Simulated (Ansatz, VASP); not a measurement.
Cr in VASP and in Ansatz

```
Cr
1.0
     2.90881    0.00000    0.00000
     0.00000    2.90881    0.00000
     0.00000    0.00000    2.90881
Cr
2
Direct
  0.00000 0.00000 0.00000
  0.50000 0.50000 0.50000
```

Change from the starting cell: volume scaled by 0.9405.

Alike in both runs: task single point; functional PBE; k mesh 11 × 11 × 11; occupations fermi-dirac, width 0.05 eV; collinear spin.

```csv
,VASP,Ansatz
version,VASP 6.6.1,Ansatz 0.2.0
potentials or method,"VASP PAW PBE potentials, release 64 (Cr_pv), cutoff 520 eV","all-electron LAPW, scalar-relativistic"
```

|  | VASP | Ansatz | Ansatz less VASP |
| --- | --- | --- | --- |
| pressure (GPa) | -7.2 | -7.3 | -0.15 |
| net moment per atom (μB) | 0.00 | 0.00 | 0.000 |
| size of the moment on the site where the two differ most (μB) | 1.40 | 1.34 | -0.053 |

Site moments also hang on the region over which each program counts them. Ansatz ran all-electron here, and VASP with PAW potentials.
